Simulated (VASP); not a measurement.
A run of VASP 6.6.1 is set up as follows.

INCAR

```
SYSTEM = Ba3Ta5
PREC = Accurate ; ENCUT = 500
EDIFF = 1E-6 ; ISMEAR = 0
SIGMA = 0.1 ; LREAL = .FALSE.
LASPH = .TRUE. ; NELM = 120
ALGO = Normal ; ISIF = 2
LWAVE = .FALSE. ; LCHARG = .FALSE.
GGA = PE ; NBANDS = 52
GGA_COMPAT = .FALSE.
```

File KPOINTS:

```
Automatic mesh
0
G
  8 8 8
  0 0 0
```

POSCAR

```
Ba3Ta5
1.0
   -3.6097590400      3.6097590400      3.6097590400
    3.6097590400     -3.6097590400      3.6097590400
    3.6097590400      3.6097590400     -3.6097590400
Ba Ta
3 5
Direct
    0.0000000000      0.5000000000      0.5000000000
    0.5000000000      0.5000000000      0.0000000000
    0.5000000000      0.0000000000      0.5000000000
    0.0000000000      0.0000000000      0.0000000000
    0.0000000000      0.0000000000      0.5000000000
    0.0000000000      0.5000000000      0.0000000000
    0.5000000000      0.0000000000      0.0000000000
    0.5000000000      0.5000000000      0.5000000000
```

Potentials or basis: VASP PAW PBE potentials, release 64 (Ba_sv, Ta_pv).

The run is started by

```console
$ cat potpaw_PBE.64/Ba_sv/POTCAR potpaw_PBE.64/Ta_pv/POTCAR > POTCAR
$ mpirun -np 1 vasp_std > vasp.out
```

**Question.** Predict the pressure.

**Answer.** 1.8 GPa.

**Question.** What does it give for the band gap on the k mesh?

**Answer.** Zero (an odd number of electrons rules out a gap without spin polarisation).

Caveat: spin-orbit coupling is left out, which moves the levels of the heavy elements.
